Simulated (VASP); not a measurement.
# PtSe2 in VASP: a series of runs

The runs below take PtSe2 through single point, with PBE+D3(BJ).

Program: VASP 6.6.1. These are calculated values, not measurements. Logs are shortened: lines on timing, memory, paths and dates and some standing lists are left out, and cuts for length are marked.

### 1 The cell of the first run

The cell holds a slab with vacuum, 6 atoms: a = 3.707 Å, b = 3.707 Å, c = 22.798 Å, α = 90.00°, β = 90.00°, γ = 120.00°.

### 2 Single point, PBE+D3(BJ) (layers slid over each other)

Contents of INCAR:

```
SYSTEM = PtSe2
PREC     = Accurate       ! precision mode
ENCUT    = 520            ! plane-wave cutoff, eV
EDIFF    = 1E-6           ! SCF threshold, eV
ISMEAR   = 0              ! smearing method
SIGMA    = 0.05           ! smearing width, eV
LREAL    = .False.        ! projectors in reciprocal space
LASPH    = .True.         ! aspherical terms in the spheres
NELM     = 100            ! most SCF steps
ALGO     = Normal         ! electronic algorithm
ISIF     = 2              ! what is computed and relaxed
LWAVE    = .False.        ! write WAVECAR
LCHARG   = .True.         ! write CHGCAR
LDIPOL   = .True.       
IDIPOL   = 3            
DIPOL    = 0.5 0.5 0.382
GGA      = PE             ! functional
IVDW     = 12             ! dispersion correction
LELF     = .True.         ! ELF
LVHAR    = .True.       
LVACPOTAV= .True.       
NBANDS   = 31             ! bands
```

Contents of KPOINTS:

```
Automatic mesh
0
Gamma
  9 9 1
  0 0 0
```

Contents of POSCAR:

```
PtSe2
1.0
    3.7070358307      0.0000000000      0.0000000000
   -1.8535179153      3.2103872021      0.0000000000
    0.0000000000      0.0000000000     22.7981611688
Se Pt
4 2
Direct
    0.6666666667      0.3333333333      0.1973843402
    0.3333333333      0.6666666667      0.3135814565
    0.6666666667      1.3333333333      0.4499959672
    1.0000000000      1.0000000000      0.5661930834
    0.0000000000      0.0000000000      0.2554828983
    1.3333333333      1.6666666667      0.5080945253
```

Potentials or basis: VASP PAW PBE potentials, release 64 (Se, Pt).

Started as:

```sh
> cat potpaw_PBE.64/Se/POTCAR potpaw_PBE.64/Pt/POTCAR > POTCAR
> mpirun -np 1 vasp_std > vasp.out
```

OUTCAR:

```text
SYSTEM = PtSe2
   PREC = Accurate
   ENCUT = 520
   EDIFF = 1E-6
   ISMEAR = 0
   LREAL = .False.
   LASPH = .True.
   NELM = 100
   ISIF = 2
   GGA = PE
   IVDW = 12
 IVDW          = 12

 ion  position               nearest neighbor table
   1  0.667  0.333  0.197-   5 2.52   5 2.52   5 2.52
   2  0.333  0.667  0.314-   5 2.52   5 2.52   5 2.52
   3  0.667  0.333  0.450-   6 2.52   6 2.52   6 2.52
   4  0.000  0.000  0.566-   6 2.52   6 2.52   6 2.52
   5  0.000  0.000  0.255-   1 2.52   1 2.52   1 2.52   2 2.52   2 2.52   2 2.52
   6  0.333  0.667  0.508-   4 2.52   3 2.52   3 2.52   4 2.52   4 2.52   3 2.52

  LATTYP: Found a hexagonal cell.
 ALAT       =     3.7070358307
 C/A-ratio  =     6.1499705452

  Lattice vectors:

 A1 = (   3.7070358307,   0.0000000000,   0.0000000000)
 A2 = (  -1.8535179153,   3.2103872021,   0.0000000000)
 A3 = (   0.0000000000,   0.0000000000,  22.7981611688)

Analysis of symmetry for initial positions (statically):
=====================================================================
 Subroutine PRICEL returns:
 Original cell was already a primitive cell.

 Routine SETGRP: Setting up the symmetry group for a
 hexagonal supercell.

 Subroutine GETGRP returns: Found  6 space group operations
 (whereof  6 operations were pure point group operations)
 out of a pool of 24 trial point group operations.

The static configuration has the point symmetry C_3v.

Analysis of symmetry for dynamics (positions and initial velocities):
=====================================================================
 Subroutine PRICEL returns:
 Original cell was already a primitive cell.

 Routine SETGRP: Setting up the symmetry group for a
 hexagonal supercell.

 Subroutine GETGRP returns: Found  6 space group operations
 (whereof  6 operations were pure point group operations)
 out of a pool of 24 trial point group operations.

The dynamic configuration has the point symmetry C_3v.

 Subroutine INISYM returns: Found  6 space group operations
 (whereof  6 operations are pure point group operations),
 and found     1 'primitive' translations

----------------------------------------------------------------------------------------

                                     Primitive cell

  volume of cell :     271.3214

  direct lattice vectors                    reciprocal lattice vectors
     3.707035831  0.000000000  0.000000000     0.269757306  0.155744453  0.000000000
    -1.853517915  3.210387202  0.000000000     0.000000000  0.311488907  0.000000000
     0.000000000  0.000000000 22.798161169     0.000000000  0.000000000  0.043863187

  length of vectors
     3.707035831  3.707035831 22.798161169     0.311488907  0.311488907  0.043863187

  position of ions in fractional coordinates (direct lattice)
     0.666666667  0.333333333  0.197384340
     0.333333333  0.666666667  0.313581457
     0.666666667  0.333333333  0.449995967
     0.000000000  0.000000000  0.566193083
     0.000000000  0.000000000  0.255482898
     0.333333333  0.666666667  0.508094525

  ion indices of the primitive-cell ions
   primitive index   ion index
                 1           1
                 2           2
                 3           3
                 4           4
                 5           5
                 6           6

----------------------------------------------------------------------------------------

 KPOINTS: Automatic mesh

Automatic generation of k-mesh.
 Grid dimensions read from file:
 generate k-points for:    9    9    1

 Generating k-lattice:

  Cartesian coordinates                     Fractional coordinates (reciprocal lattice)
     0.029973034  0.017304939  0.000000000     0.111111111  0.000000000  0.000000000
     0.000000000  0.034609879  0.000000000     0.000000000  0.111111111  0.000000000
     0.000000000  0.000000000  0.043863187     0.000000000  0.000000000  1.000000000

  Length of vectors
     0.034609879  0.034609879  0.043863187

  Shift w.r.t. Gamma in fractional coordinates (k-lattice)
     0.000000000  0.000000000  0.000000000

 Subroutine IBZKPT returns following result:
 ===========================================

 Found     12 irreducible k-points:

 Following reciprocal coordinates:
            Coordinates               Weight
  0.000000  0.000000  0.000000      1.000000
  0.111111  0.000000  0.000000      6.000000
  0.222222 -0.000000  0.000000      6.000000
  0.333333  0.000000  0.000000      6.000000
  0.444444 -0.000000  0.000000      6.000000
  0.111111  0.111111  0.000000      6.000000
  0.222222  0.111111  0.000000     12.000000
  0.333333  0.111111  0.000000     12.000000
  0.444444  0.111111  0.000000      6.000000
  0.222222  0.222222  0.000000      6.000000
  0.333333  0.222222  0.000000     12.000000
  0.333333  0.333333  0.000000      2.000000
   k-points           NKPTS =     12   k-points in BZ     NKDIM =     12   number of bands    NBANDS=     31
   number of dos      NEDOS =    301   number of ions     NIONS =      6
   total plane-waves  NPLWV = 141120
   dimension x,y,z NGX =    28 NGY =   28 NGZ =  180
   dimension x,y,z NGXF=    56 NGYF=   56 NGZF=  360
   ions per type =               4   2
   NGX,Y,Z   is equivalent  to a cutoff of  12.56, 12.56, 13.13 a.u.
   NGXF,Y,Z  is equivalent  to a cutoff of  25.11, 25.11, 26.25 a.u.
 SYSTEM =  PtSe2
   PREC   = accura    normal or accurate (medium, high low for compatibility)
   ISTART =      0    job   : 0-new  1-cont  2-samecut
   ICHARG =      2    charge: 1-file 2-atom 10-const
   ISPIN  =      1    spin polarized calculation?
   LNONCOLLINEAR =      F non collinear calculations
   LSORBIT =      F    spin-orbit coupling
   LASPH  =      T    aspherical Exc in radial PAW
   ENCUT  =  520.0 eV  38.22 Ry    6.18 a.u.   6.89  6.89 42.39*2*pi/ulx,y,z
   NELM   =    100;   NELMIN=  2; NELMDL= -5     # of ELM steps
   EDIFF  = 0.1E-05   stopping-criterion for ELM
   LREAL  =      F    real-space projection
   EDIFFG = 0.1E-04   stopping-criterion for IOM
   NSW    =      0    number of steps for IOM
   IBRION =     -1    ionic relax: 0-MD 1-quasi-New 2-CG
   NFREE  =      0    steps in history (QN), initial steepest desc. (CG)
   ISIF   =      2    stress and relaxation
   ISYM   =      2    0-nonsym 1-usesym 2-fastsym
   POTIM  = 0.5000    time-step for ionic-motion
   TEBEG  =    0.0;   TEEND  =   0.0 temperature during run
   PSTRESS=    0.0 pullay stress
   NELECT =      44.0000    total number of electrons
   NUPDOWN=      -1.0000    fix difference up-down
   EMIN   =  10.00;   EMAX   =-10.00  energy-range for DOS
   EFERMI =   0.00;   METHOD = LEGACY
   ISMEAR =     0;   SIGMA  =   0.05  broadening in eV -4-tet -1-fermi 0-gaus
   EFERMI_NEDOS =   21; number of points for ismear=-14 and -15
   IALGO  =     38    algorithm
   IMIX   =      4    mixing-type and parameters
     AMIX     =   0.40;   BMIX     =  1.00
     AMIX_MAG =   1.60;   BMIX_MAG =  1.00
  volume/ion in A,a.u.               =      45.22       305.16
  Fermi-wavevector in a.u.,A,eV,Ry     =   0.892752  1.687058 10.843938  0.797007
  Thomas-Fermi vector in A             =   2.014742
   LORBIT       =      0    0 simple, 1 ext, 2 COOP (PROOUT), +10 PAW based schemes
   GGA     = PE    functional components
   LHFCALC =     F    Hartree Fock is set to
   AEXX    =    0.0000 exact exchange contribution
   IVDW    =    12    specifies the selected vdW correction
   LEPSILON=     F    determine dielectric tensor
   LRPA    =     F    only Hartree local field effects (RPA)
 non-spin polarized calculation
 Gauss-broadening in eV      SIGMA  =   0.05
  energy-cutoff  :      520.00
  volume of cell :      271.32
 maximum number of plane-waves:      7334
 NGX is ok and might be reduce to    28
   NGX = 13   NGY = 13   NGZ = 85

 number of electron      44.0000001 magnetization

 dipolmoment           0.000000      0.000000     -0.003769 electrons x Angstroem

 Free energy of the ion-electron system (eV)
  ---------------------------------------------------
  ext. energy  EPLUGINS =         0.00000000
  ---------------------------------------------------
  free energy    TOTEN  =       -28.56812512 eV

  energy without entropy =      -28.56812512  energy(sigma->0) =      -28.56812512

 E-fermi :   0.0001     XC(G=0):  -5.4572

 val. band max:       -0.2826140924   @ k =   0.1111   0.0000   0.0000
 cond. band min:       0.5340988389   @ k =   0.2222  -0.0000   0.0000
 fundamental gap:      0.8167129312
 Fermi energy:         0.0000621028

 k-point     1 :       0.0000    0.0000    0.0000
  band No.  band energies     occupation
      1     -14.8073      2.00000
      2     -14.6887      2.00000
      3     -13.0862      2.00000
      4     -12.8806      2.00000
      5      -6.1097      2.00000
      6      -5.8063      2.00000
[... 23 lines left out ...]
     30       4.8381      0.00000
     31       5.0138      0.00000

 k-point     2 :       0.1111    0.0000    0.0000
  band No.  band energies     occupation
      1     -14.6746      2.00000
      2     -14.5568      2.00000
      3     -13.0842      2.00000
      4     -12.8932      2.00000
      5      -6.0143      2.00000
      6      -5.8197      2.00000
[... 23 lines left out ...]
     30       5.4526      0.00000
     31       5.6355      0.00000

 k-point     3 :       0.2222   -0.0000    0.0000
  band No.  band energies     occupation
      1     -14.3068      2.00000
      2     -14.1930      2.00000
      3     -13.0822      2.00000
      4     -12.9295      2.00000
      5      -5.9696      2.00000
      6      -5.7730      2.00000
[... 295 lines left out ...]
     30       7.0431      0.00000
     31       7.4517      0.00000

 k-point    12 :       0.3333    0.3333    0.0000
  band No.  band energies     occupation
      1     -13.1290      2.00000
      2     -13.0866      2.00000
      3     -13.0775      2.00000
      4     -13.0334      2.00000
      5      -6.0211      2.00000
      6      -5.9703      2.00000
[... 23 lines left out ...]
     30       7.3770      0.00000
     31       7.4453      0.00000

------------------------ aborting loop because EDIFF is reached ----------------------------------------

 Edisp (eV)   -2.14241

 E8    (eV) :    -0.9499

  FORCE on cell =-STRESS in cart. coord.  units (eV):
  Direction    XX          YY          ZZ          XY          YZ          ZX
  --------------------------------------------------------------------------------------
  -------------------------------------------------------------------------------------
  Total      -0.05088    -0.05088    -0.73982    -0.00000     0.00000    -0.00000
  in kB      -0.30047    -0.30047    -4.36868    -0.00000     0.00000    -0.00000
  external pressure =       -1.66 kB  Pullay stress =        0.00 kB

 VOLUME and BASIS-vectors are now :
 -----------------------------------------------------------------------------
  energy-cutoff  :      520.00
  volume of cell :      271.32
      direct lattice vectors                 reciprocal lattice vectors
     3.707035831  0.000000000  0.000000000     0.269757306  0.155744453  0.000000000
    -1.853517915  3.210387202  0.000000000     0.000000000  0.311488907  0.000000000
     0.000000000  0.000000000 22.798161169     0.000000000  0.000000000  0.043863187

 POSITION                                       TOTAL-FORCE (eV/Angst)
 -----------------------------------------------------------------------------------
      1.85352      1.07013      4.50000         0.000000     -0.000000     -0.012061
     -0.00000      2.14026      7.14908         0.000000      0.000000      0.046981
      1.85352      1.07013     10.25908        -0.000000     -0.000000     -0.076168
      0.00000      0.00000     12.90816        -0.000000      0.000000      0.005206
      0.00000      0.00000      5.82454        -0.000000      0.000000      0.117828
     -0.00000      2.14026     11.58362         0.000000     -0.000000     -0.081785
 -----------------------------------------------------------------------------------
    total drift:                                0.000000     -0.000000      0.000214

  FREE ENERGIE OF THE ION-ELECTRON SYSTEM (eV)
  ---------------------------------------------------
  free  energy   TOTEN  =       -30.7105381306 eV

  energy  without entropy=      -30.7105381306  energy(sigma->0) =      -30.71053813

 vacuum level on the upper side and lower side of the slab         4.950         5.008
```

Run time: 2.1 min. Hardware: 1 thread of Intel Xeon Platinum 8488C (Sapphire Rapids), shared host; peak memory 0.41 GiB.

Results:

| Property | Result |
| --- | --- |
| Free energy | -30.7105 eV |
| Largest force | 0.118 eV/Å |
| Band gap on the k mesh | 0.82 eV (least direct gap 1.15 eV) |
| Dispersion energy per atom | -0.357 eV |

Forces in eV/Å, atoms in the order of the input:
```
Se   0.000  0.000 -0.012
Se   0.000  0.000  0.047
Se   0.000  0.000 -0.076
Se   0.000  0.000  0.005
Pt   0.000  0.000  0.118
Pt   0.000  0.000 -0.082
```

Caveat: the cell differs from its parent crystal (layers slid over each other); spin-orbit coupling is left out, which moves the levels of the heavy elements.

(Continued in part 2 of 2.)
